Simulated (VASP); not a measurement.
Wanted: the native input for a VASP 6.6.1 run.

```yaml
Task: relaxation of cell and atoms
Functional: LDA
Potentials_or_basis: VASP PAW LDA potentials, release 64 (Ge_d)
Cutoff: 600 eV
k_mesh: 14 × 14 × 14
Occupations: fermi-dirac, width 0.1 eV
Spin: no spin polarisation
Target_pressure: 1 GPa
Dipole_correction: no
Further_INCAR_settings: ALGO = Normal; EDIFF = 1e-06; IBRION = 2; EDIFFG = -0.002; NSW = 100; ISIF = 3
```

The structure of Ge lies in POSCAR:

```
Ge
1.0
    0.0000000000      2.8113408934      2.8113408934
    2.8113408934      0.0000000000      2.8113408934
    2.8113408934      2.8113408934      0.0000000000
Ge
2
Direct
    0.5000000000      0.5000000000      0.5000000000
    0.7500000000      0.7500000000      0.7500000000
```

The input as run:

INCAR

```
SYSTEM = Ge
PREC = Accurate ; ENCUT = 600
EDIFF = 1E-6 ; ISMEAR = -1
SIGMA = 0.1 ; LREAL = .False.
LASPH = .True. ; NELM = 80
ALGO = Normal ; ISIF = 3
LWAVE = .False. ; LCHARG = .False.
IBRION = 2 ; NSW = 100
EDIFFG = -0.002 ; PSTRESS = 10.0
```

KPOINTS

```
Automatic mesh
0
Gamma
  14 14 14
  0 0 0
```

Potentials or basis: VASP PAW LDA potentials, release 64 (Ge_d).

Run with:

```console
$ cat potpaw_LDA.64/Ge_d/POTCAR > POTCAR
$ mpirun -np 1 vasp_std > vasp.out
```

Results of the run:

- Relaxed volume: 21.96 Å³/atom
- Relaxed cell: a = 3.960 Å, b = 3.960 Å, c = 3.960 Å, α = 60.00°, β = 60.00°, γ = 60.00°
- Space group after relaxing (to 0.1 Å): Fd-3m (No. 227)
- Energy change on relaxing (the run minimises the enthalpy): +0.9 meV/atom
- Ionic steps: 3
- Pressure after relaxing: 1.0 GPa
- Band gap on the k mesh: 0.14 eV

Caveat: the cell is relaxed towards a set pressure, so the run minimises the enthalpy, not the energy; semilocal functionals underestimate gaps, and a narrow one can read as zero.

Wall time 3 min on 1 thread of Intel Xeon 8259CL, on a shared host, peak memory 0.22 GiB.
